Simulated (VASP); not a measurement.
A run of VASP 6.6.1 is set up as follows.

INCAR

```
SYSTEM = Te3WCl2
  PREC = Accurate
  ENCUT = 520
  EDIFF = 1E-6
  ISMEAR = 0
  SIGMA = 0.1
  LREAL = .FALSE.
  LASPH = .TRUE.
  NELM = 150
  ALGO = Normal
  ISIF = 2
  LWAVE = .FALSE.
  LCHARG = .FALSE.
  ISPIN = 2
  MAGMOM = -0.06 -0.06 -0.06 3.34 0.07 0.07
  LORBIT = 11
  LMAXMIX = 4
  GGA = PE
  NBANDS = 36
```

The input KPOINTS:

```
Automatic mesh
0
G
  3 3 3
  0 0 0
```

POSCAR

```
Te3WCl2
1.0
    3.1894623300      1.8414369300      5.3016886300
   -3.1894623300      1.8414369300      5.3016886300
    0.0000000000     -3.6828738700      5.3016886300
Te W Cl
3 1 2
Direct
    0.0000000000      0.5000000000      0.5000000000
    0.5000000000      0.5000000000      0.0000000000
    0.5000000000      0.0000000000      0.5000000000
    0.5000000000      0.5000000000      0.5000000000
    0.1230388300      0.1230388300      0.1230388300
    0.8769611700      0.8769611700      0.8769611700
```

Potentials or basis: VASP PAW PBE potentials, release 64 (Te, W_sv, Cl).

Run with:

```console
$ cat potpaw_PBE.64/Te/POTCAR potpaw_PBE.64/W_sv/POTCAR potpaw_PBE.64/Cl/POTCAR > POTCAR
$ mpirun -np 1 vasp_std > vasp.out
```

Q: Estimate the pressure.

A: -6.9 GPa.

Q: Estimate the net moment.

A: 3.60 μB per cell.

Q: Estimate the site moments.

A: Te -0.05; W +2.82; Cl +0.05 μB.

Q: What does it give for the largest force?

A: 0.036 eV/Å.

Forces on the atoms (eV/Å):
```
Te   0.000  0.000  0.000
Te   0.000  0.000  0.000
Te   0.000  0.000  0.000
W    0.000  0.000  0.000
Cl   0.000  0.000 -0.036
Cl   0.000  0.000  0.036
```

Caveat: the k points lie up to 0.40 Å⁻¹ apart.
